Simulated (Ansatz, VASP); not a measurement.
**One calculation of Mo, two programs**

```
Mo
1.0
     3.21344    0.00000    0.00000
     0.00000    3.21344    0.00000
     0.00000    0.00000    3.21344
Mo
2
Direct
  0.00000 0.00000 0.00000
  0.50000 0.50000 0.50000
```

Change from the starting cell: equal strain along all axes, cell held, atoms relaxed: +2.0 %.

Alike in both runs: task single point; functional r2SCAN; k mesh 16 × 16 × 16; occupations gaussian, width 0.1 eV; no spin polarisation.

```csv
,VASP,Ansatz
version,VASP 6.6.1,Ansatz 0.2.0
potentials or method,"VASP PAW PBE potentials, release 64 (Mo_sv), cutoff 520 eV","scalar-relativistic, plane waves, PAW"
valence electrons in the cell,28,28
```

```csv
,VASP,Ansatz,Ansatz less VASP
gap on the k mesh at the Fermi level (eV),none,none,-
pressure (GPa),-13.4,-14.2,-0.87
```

VASP's potentials were made for PBE, not for r2SCAN. A gap of «none» marks a metal or a gap that the smearing closes.
